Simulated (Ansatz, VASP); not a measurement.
**Two plane-wave programs on SnPb2Se3**

```
Sn Pb Se
1.0
     4.36081    0.00000    0.00000
    -2.18040    3.77657    0.00000
     0.00000    0.00000   10.68836
Sn Pb Se
1 2 3
Direct
  0.00000 0.00000 0.00000
  0.33333 0.66667 0.66943
  0.66667 0.33333 0.33057
  0.66667 0.33333 0.83994
  0.00000 0.00000 0.50000
  0.33333 0.66667 0.16006
```

Alike in both runs: functional PBE; k mesh 12 × 12 × 4; occupations gaussian, width 0.01 eV; no spin polarisation.

Ansatz relaxed the structure, and its values are those at the end. VASP's run is a single point on that final structure, the one shown.

|  | VASP | Ansatz |
| --- | --- | --- |
| version | VASP 6.6.1 | Ansatz 0.2.0 |
| potentials or method | VASP PAW PBE potentials, release 64 (Sn_d, Pb_d, Se), cutoff 520 eV | scalar-relativistic, plane waves, PAW |
| valence electrons in the cell | 60 | 90 |

|  | VASP | Ansatz | Ansatz less VASP |
| --- | --- | --- | --- |
| gap on the k mesh at the Fermi level (eV) | 0.12 | 0.12 | -0.003 |
| least direct gap on the mesh (eV) | 0.12 | 0.12 | -0.003 |
| pressure (GPa) | 0.0 | 0.0 | +0.01 |

VASP's potentials hold 60 valence electrons a cell and Ansatz's 90, so a difference there can come from the potentials and not from the codes.

Neither program's run includes spin-orbit coupling.
